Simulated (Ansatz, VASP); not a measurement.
## Sb: VASP beside Ansatz

The input INCAR:

```
ALGO     = Normal         # electronic algorithm
EDIFF    = 1E-6           # SCF threshold, eV
ENCUT    = 500            # plane-wave cutoff, eV
GGA      = PE             # functional
GGA_COMPAT= False        
ISIF     = 2              # what is computed and relaxed
ISMEAR   = -1             # smearing method
LASPH    = True           # aspherical terms in the spheres
LCHARG   = True           # write CHGCAR
LELF     = True           # ELF
LREAL    = False          # projectors in reciprocal space
LVHAR    = True         
LWAVE    = False          # write WAVECAR
NBANDS   = 12             # bands
NELM     = 120            # most SCF steps
PREC     = Accurate       # precision mode
SIGMA    = 0.08           # smearing width, eV
```

Contents of KPOINTS:

```
k-points
0
Gamma
  10 10 10
```

File POSCAR:

```
Sb
1.0
    0.0000000000      2.5744240577      2.5744240577
    2.5744240577      0.0000000000      2.5744240577
    2.5744240577      2.5744240577      0.0000000000
Sb
2
Direct
   -0.1250000000     -0.1250000000     -0.1250000000
    0.1250000000      0.1250000000      0.1250000000
```

Input for Ansatz:

```yaml
crystal:
  lattice:
    - [0.0, 2.5744240577, 2.5744240577]
    - [2.5744240577, 0.0, 2.5744240577]
    - [2.5744240577, 2.5744240577, 0.0]
  atoms:
    - { symbol: Sb, position: [-0.125, -0.125, -0.125] }
    - { symbol: Sb, position: [0.125, 0.125, 0.125] }
kpoints:
  mp_grid: { grid: [10, 10, 10] }
  band_path:
    path:
      - [0.0, 0.0, 0.0]
      - [0.5, 0.0, 0.5]
      - [0.625, 0.25, 0.625]
      - [0.375, 0.375, 0.75]
      - [0.0, 0.0, 0.0]
      - [0.5, 0.5, 0.5]
      - [0.5, 0.25, 0.75]
      - [0.5, 0.0, 0.5]
    npoints: 8
scf:
  occupations: { method: fermi_dirac, width: 0.08 }
hamiltonian:
  xc: pbe
  pseudopotentials: { kind: all_electron, lapw: { basis_error: 0.001 } }
output:
  forces: true
  stress: true
  eigenvalues: true
  populations: true
  dos: { projected: true, de: 0.2, e_range: [-14, 8] }
```

Change from the starting cell: volume scaled by 0.4, LAPW.

Alike in both runs: task single point; functional PBE; k mesh 10 × 10 × 10; occupations fermi-dirac, width 0.08 eV; no spin polarisation.

|  | VASP | Ansatz |
| --- | --- | --- |
| version | VASP 6.6.1 | Ansatz 0.2.0 |
| potentials or method | VASP PAW PBE potentials, release 64 (Sb), cutoff 500 eV | all-electron LAPW, scalar-relativistic |

VASP gave:

```
pressure (GPa) : 195.6
```

Question: What did Ansatz give for the same quantities?

Answer: Pressure (GPa): 195.9.

Both programs put the cell under a high pressure, so it lies far from rest at this level. Ansatz ran all-electron here, and VASP with PAW potentials.

Spin-orbit coupling is off throughout. Noted on VASP's run: the cell as given lies far from equilibrium.
